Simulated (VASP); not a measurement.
# BaOs (P-6m2) in VASP: single point with PBE

Aim: the single point of BaOs with PBE.

Program: VASP 6.6.1. These are calculated values, not measurements. Logs are shortened: lines on timing, memory, paths and dates and some standing lists are left out, and cuts for length are marked.

### Step 1. The cell of the first run

It takes space group P-6m2 (No. 187, hexagonal). Conventional cell: a = 3.533 Å, b = 3.533 Å, c = 5.077 Å, α = 90.00°, β = 90.00°, γ = 120.00°. Within 4.3 Å of Ba (site symmetry -6m2) lie 6 Os at 3.26 Å and 6 Ba at 3.53 Å. Os (site symmetry -6m2) has 6 Ba at 3.26 Å and 6 Os at 3.53 Å within 4.3 Å.

### Step 2. Single point, PBE

File INCAR:

```
SYSTEM = BaOs
ALGO     = Normal         ! electronic algorithm
EDIFF    = 1E-6           ! SCF threshold, eV
ENCUT    = 520            ! plane-wave cutoff, eV
GGA      = PE             ! functional
ISIF     = 2              ! what is computed and relaxed
ISMEAR   = 0              ! smearing method
LASPH    = .TRUE.         ! aspherical terms in the spheres
LCHARG   = .FALSE.        ! write CHGCAR
LREAL    = .FALSE.        ! projectors in reciprocal space
LWAVE    = .FALSE.        ! write WAVECAR
NBANDS   = 16             ! bands
NELM     = 60             ! most SCF steps
PREC     = Accurate       ! precision mode
SIGMA    = 0.1            ! smearing width, eV
```

File KPOINTS:

```
k-points
0
G
  6 6 4
  0 0 0
```

File POSCAR:

```
BaOs
1.0
    3.5328614900      0.0000000000      0.0000000000
   -1.7664307400      3.0595478000      0.0000000000
    0.0000000000      0.0000000000      5.0769586000
Ba Os
1 1
Direct
    0.3333333300      0.6666666700      0.5000000000
    0.0000000000      0.0000000000      0.0000000000
```

Potentials or basis: VASP PAW PBE potentials, release 64 (Ba_sv, Os).

Run with:

```
cat potpaw_PBE.64/Ba_sv/POTCAR potpaw_PBE.64/Os/POTCAR > POTCAR
mpirun -np 1 vasp_std > vasp.out
```

OUTCAR:

```text
SYSTEM = BaOs
   EDIFF = 1E-6
   ENCUT = 520
   GGA = PE
   ISIF = 2
   ISMEAR = 0
   LASPH = .TRUE.
   LREAL = .FALSE.
   NELM = 60
   PREC = Accurate

 ion  position               nearest neighbor table
   1  0.333  0.667  0.500-   2 3.26   2 3.26   2 3.26   2 3.26   2 3.26   2 3.26
   2  0.000  0.000  0.000-   1 3.26   1 3.26   1 3.26   1 3.26   1 3.26   1 3.26

  LATTYP: Found a hexagonal cell.
 ALAT       =     3.5328614900
 C/A-ratio  =     1.4370669822

  Lattice vectors:

 A1 = (   3.5328614900,   0.0000000000,   0.0000000000)
 A2 = (  -1.7664307400,   3.0595478000,   0.0000000000)
 A3 = (   0.0000000000,   0.0000000000,   5.0769586000)

Analysis of symmetry for initial positions (statically):
=====================================================================
 Subroutine PRICEL returns:
 Original cell was already a primitive cell.

 Routine SETGRP: Setting up the symmetry group for a
 hexagonal supercell.

 Subroutine GETGRP returns: Found 12 space group operations
 (whereof 12 operations were pure point group operations)
 out of a pool of 24 trial point group operations.

The static configuration has the point symmetry D_3h.

Analysis of symmetry for dynamics (positions and initial velocities):
=====================================================================
 Subroutine PRICEL returns:
 Original cell was already a primitive cell.

 Routine SETGRP: Setting up the symmetry group for a
 hexagonal supercell.

 Subroutine GETGRP returns: Found 12 space group operations
 (whereof 12 operations were pure point group operations)
 out of a pool of 24 trial point group operations.

The dynamic configuration has the point symmetry D_3h.

 Subroutine INISYM returns: Found 12 space group operations
 (whereof 12 operations are pure point group operations),
 and found     1 'primitive' translations

----------------------------------------------------------------------------------------

                                     Primitive cell

  volume of cell :      54.8766

  direct lattice vectors                    reciprocal lattice vectors
     3.532861490  0.000000000  0.000000000     0.283056667  0.163422843  0.000000000
    -1.766430740  3.059547800  0.000000000     0.000000000  0.326845686  0.000000000
     0.000000000  0.000000000  5.076958600     0.000000000  0.000000000  0.196968319

  length of vectors
     3.532861490  3.532861489  5.076958600     0.326845686  0.326845686  0.196968319

  position of ions in fractional coordinates (direct lattice)
     0.333333330  0.666666670  0.500000000
     0.000000000  0.000000000  0.000000000

  ion indices of the primitive-cell ions
   primitive index   ion index
                 1           1
                 2           2

----------------------------------------------------------------------------------------

 KPOINTS: k-points

Automatic generation of k-mesh.
 Grid dimensions read from file:
 generate k-points for:    6    6    4

 Generating k-lattice:

  Cartesian coordinates                     Fractional coordinates (reciprocal lattice)
     0.047176111  0.027237140  0.000000000     0.166666667  0.000000000  0.000000000
     0.000000000  0.054474281  0.000000000     0.000000000  0.166666667  0.000000000
     0.000000000  0.000000000  0.049242080     0.000000000  0.000000000  0.250000000

  Length of vectors
     0.054474281  0.054474281  0.049242080

  Shift w.r.t. Gamma in fractional coordinates (k-lattice)
     0.000000000  0.000000000  0.000000000

 Subroutine IBZKPT returns following result:
 ===========================================

 Found     21 irreducible k-points:

 Following reciprocal coordinates:
            Coordinates               Weight
  0.000000  0.000000  0.000000      1.000000
  0.166667  0.000000  0.000000      6.000000
  0.333333  0.000000  0.000000      6.000000
  0.500000 -0.000000  0.000000      3.000000
  0.166667  0.166667  0.000000      6.000000
  0.333333  0.166667  0.000000     12.000000
[... 13 lines left out ...]
  0.333333  0.166667  0.500000     12.000000
  0.333333  0.333333  0.500000      2.000000
   k-points           NKPTS =     21   k-points in BZ     NKDIM =     21   number of bands    NBANDS=     16
   number of dos      NEDOS =    301   number of ions     NIONS =      2
   total plane-waves  NPLWV =  31360
   dimension x,y,z NGX =    28 NGY =   28 NGZ =   40
   dimension x,y,z NGXF=    56 NGYF=   56 NGZF=   80
   ions per type =               1   1
   NGX,Y,Z   is equivalent  to a cutoff of  13.18, 13.18, 13.10 a.u.
   NGXF,Y,Z  is equivalent  to a cutoff of  26.35, 26.35, 26.20 a.u.
 SYSTEM =  BaOs
   PREC   = accura    normal or accurate (medium, high low for compatibility)
   ISTART =      0    job   : 0-new  1-cont  2-samecut
   ICHARG =      2    charge: 1-file 2-atom 10-const
   ISPIN  =      1    spin polarized calculation?
   LNONCOLLINEAR =      F non collinear calculations
   LSORBIT =      F    spin-orbit coupling
   LASPH  =      T    aspherical Exc in radial PAW
   ENCUT  =  520.0 eV  38.22 Ry    6.18 a.u.   6.57  6.57  9.44*2*pi/ulx,y,z
   NELM   =     60;   NELMIN=  2; NELMDL= -5     # of ELM steps
   EDIFF  = 0.1E-05   stopping-criterion for ELM
   LREAL  =      F    real-space projection
   EDIFFG = 0.1E-04   stopping-criterion for IOM
   NSW    =      0    number of steps for IOM
   IBRION =     -1    ionic relax: 0-MD 1-quasi-New 2-CG
   NFREE  =      0    steps in history (QN), initial steepest desc. (CG)
   ISIF   =      2    stress and relaxation
   ISYM   =      2    0-nonsym 1-usesym 2-fastsym
   POTIM  = 0.5000    time-step for ionic-motion
   TEBEG  =    0.0;   TEEND  =   0.0 temperature during run
   PSTRESS=    0.0 pullay stress
   NELECT =      18.0000    total number of electrons
   NUPDOWN=      -1.0000    fix difference up-down
   EMIN   =  10.00;   EMAX   =-10.00  energy-range for DOS
   EFERMI =   0.00;   METHOD = LEGACY
   ISMEAR =     0;   SIGMA  =   0.10  broadening in eV -4-tet -1-fermi 0-gaus
   EFERMI_NEDOS =   21; number of points for ismear=-14 and -15
   IALGO  =     38    algorithm
   IMIX   =      4    mixing-type and parameters
     AMIX     =   0.40;   BMIX     =  1.00
     AMIX_MAG =   1.60;   BMIX_MAG =  1.00
  volume/ion in A,a.u.               =      27.44       185.16
  Fermi-wavevector in a.u.,A,eV,Ry     =   1.129024  2.133546 17.343281  1.274695
  Thomas-Fermi vector in A             =   2.265716
   LORBIT       =      0    0 simple, 1 ext, 2 COOP (PROOUT), +10 PAW based schemes
   GGA     = PE    functional components
   LHFCALC =     F    Hartree Fock is set to
   AEXX    =    0.0000 exact exchange contribution
   IVDW    =     0    specifies the selected vdW correction
   LEPSILON=     F    determine dielectric tensor
   LRPA    =     F    only Hartree local field effects (RPA)
 non-spin polarized calculation
 Gauss-broadening in eV      SIGMA  =   0.10
  energy-cutoff  :      520.00
  volume of cell :       54.88
 maximum number of plane-waves:      1507
 NGX is ok and might be reduce to    28
   NGX = 13   NGY = 13   NGZ = 19

 number of electron      17.9999999 magnetization

 Free energy of the ion-electron system (eV)
  ---------------------------------------------------
  ext. energy  EPLUGINS =         0.00000000
  ---------------------------------------------------
  free energy    TOTEN  =        -9.78232764 eV

  energy without entropy =       -9.76146314  energy(sigma->0) =       -9.77189539

 E-fermi :   3.6271     XC(G=0): -10.4372

 val. band max:        3.6065040081   @ k =   0.3333   0.3333   0.0000
 cond. band min:       3.6428994970   @ k =   0.0000   0.0000   0.0000
 fundamental gap:      0.0363954890
 Fermi energy:         3.6270957643

 k-point     1 :       0.0000    0.0000    0.0000
  band No.  band energies     occupation
      1     -23.9585      2.00000
      2      -9.0879      2.00000
      3      -8.0269      2.00000
      4      -8.0269      2.00000
      5      -0.9432      2.00000
      6       1.8332      2.00000
[... 8 lines left out ...]
     15      10.8994      0.00000
     16      10.8994      0.00000

 k-point     2 :       0.1667    0.0000    0.0000
  band No.  band energies     occupation
      1     -23.8575      2.00000
      2      -8.9867      2.00000
      3      -8.7657      2.00000
      4      -8.1794      2.00000
      5      -0.3145      2.00000
      6       2.2159      2.00000
[... 8 lines left out ...]
     15      10.9351      0.00000
     16      12.5229      0.00000

 k-point     3 :       0.3333    0.0000    0.0000
  band No.  band energies     occupation
      1     -23.6445      2.00000
      2      -9.9913      2.00000
      3      -8.7708      2.00000
      4      -8.4631      2.00000
      5       1.0036      2.00000
      6       1.9868      2.00000
[... 8 lines left out ...]
     15      10.9686      0.00000
     16      11.1962      0.00000

 k-point     4 :       0.5000   -0.0000    0.0000
  band No.  band energies     occupation
      1     -23.5318      2.00000
      2     -10.5277      2.00000
      3      -8.6551      2.00000
      4      -8.5957      2.00000
      5       1.3085      2.00000
      6       1.9579      2.00000
[... 8 lines left out ...]
     15      12.4692      0.00000
     16      12.7761      0.00000

 k-point     5 :       0.1667    0.1667    0.0000
  band No.  band energies     occupation
      1     -23.6994      2.00000
      2      -9.5841      2.00000
      3      -8.8266      2.00000
      4      -8.5629      2.00000
      5       0.7448      2.00000
      6       2.3936      2.00000
[... 8 lines left out ...]
     15      10.3612      0.00000
     16      11.9379      0.00000

 k-point     6 :       0.3333    0.1667    0.0000
  band No.  band energies     occupation
      1     -23.5327      2.00000
      2     -10.2518      2.00000
      3      -9.0064      2.00000
      4      -8.6549      2.00000
      5       1.7045      2.00000
      6       2.1309      2.00000
[... 8 lines left out ...]
     15       9.8347      0.00000
     16      10.9226      0.00000
[... 210 lines left out ...]
 k-point    18 :       0.5000   -0.0000    0.5000
  band No.  band energies     occupation
      1     -23.5309      2.00000
      2     -10.4701      2.00000
      3      -8.7004      2.00000
      4      -8.6168      2.00000
      5       0.8442      2.00000
      6       2.0415      2.00000
[... 8 lines left out ...]
     15      11.4293      0.00000
     16      11.6205      0.00000

 k-point    19 :       0.1667    0.1667    0.5000
  band No.  band energies     occupation
      1     -23.6940      2.00000
      2      -9.5406      2.00000
      3      -8.9769      2.00000
      4      -8.5711      2.00000
      5       1.3114      2.00000
      6       2.4232      2.00000
[... 8 lines left out ...]
     15       9.2918      0.00000
     16      10.7875      0.00000

 k-point    20 :       0.3333    0.1667    0.5000
  band No.  band energies     occupation
      1     -23.5318      2.00000
      2     -10.2017      2.00000
      3      -9.0099      2.00000
      4      -8.7047      2.00000
      5       1.2276      2.00000
      6       2.3847      2.00000
[... 8 lines left out ...]
     15      10.1867      0.00000
     16      12.7099      0.00000

 k-point    21 :       0.3333    0.3333    0.5000
  band No.  band energies     occupation
      1     -23.4764      2.00000
      2      -9.8290      2.00000
      3      -9.8279      2.00000
      4      -8.6133      2.00000
      5       1.7304      2.00000
      6       2.3256      2.00000
[... 8 lines left out ...]
     15      10.4259      0.00000
     16      12.7935      0.00000

------------------------ aborting loop because EDIFF is reached ----------------------------------------

  FORCE on cell =-STRESS in cart. coord.  units (eV):
  Direction    XX          YY          ZZ          XY          YZ          ZX
  --------------------------------------------------------------------------------------
  -------------------------------------------------------------------------------------
  Total       -1.5266216     -1.5266216     -0.9986834     -0.0000000      0.0000000      0.0000000
  in kB      -44.5712192    -44.5712193    -29.1575449     -0.0000001      0.0000000      0.0000000
  external PRESSURE =     -39.4333278 kB  Pullay stress =       0.0000000 kB

 VOLUME and BASIS-vectors are now :
 -----------------------------------------------------------------------------
  energy-cutoff  :      520.00
  volume of cell :       54.88
      direct lattice vectors                 reciprocal lattice vectors
     3.532861490  0.000000000  0.000000000     0.283056667  0.163422843  0.000000000
    -1.766430740  3.059547800  0.000000000     0.000000000  0.326845686  0.000000000
     0.000000000  0.000000000  5.076958600     0.000000000  0.000000000  0.196968319

 POSITION                                       TOTAL-FORCE (eV/Angst)
 -----------------------------------------------------------------------------------
     -0.00000      2.03970      2.53848         0.000000     -0.000000      0.000000
      0.00000      0.00000      0.00000        -0.000000      0.000000      0.000000
 -----------------------------------------------------------------------------------
    total drift:                                0.000009     -0.000005      0.000000

  FREE ENERGIE OF THE ION-ELECTRON SYSTEM (eV)
  ---------------------------------------------------
  free  energy   TOTEN  =        -9.7823276398 eV

  energy  without entropy=       -9.7614631446  energy(sigma->0) =       -9.77189539
```

It took 12 s on 1 thread of Intel Xeon 6975P-C (Granite Rapids), shared host; peak memory 0.18 GiB.

What came out:

| Quantity | Value |
| --- | --- |
| Free energy | -9.7823 eV |
| Pressure | -3.9 GPa |
| Band gap on the k mesh | zero (band 9 reaches 4.32 eV, above the bottom of band 10 at 3.49 eV) |

Caveat: spin-orbit coupling is left out, which moves the levels of the heavy elements.
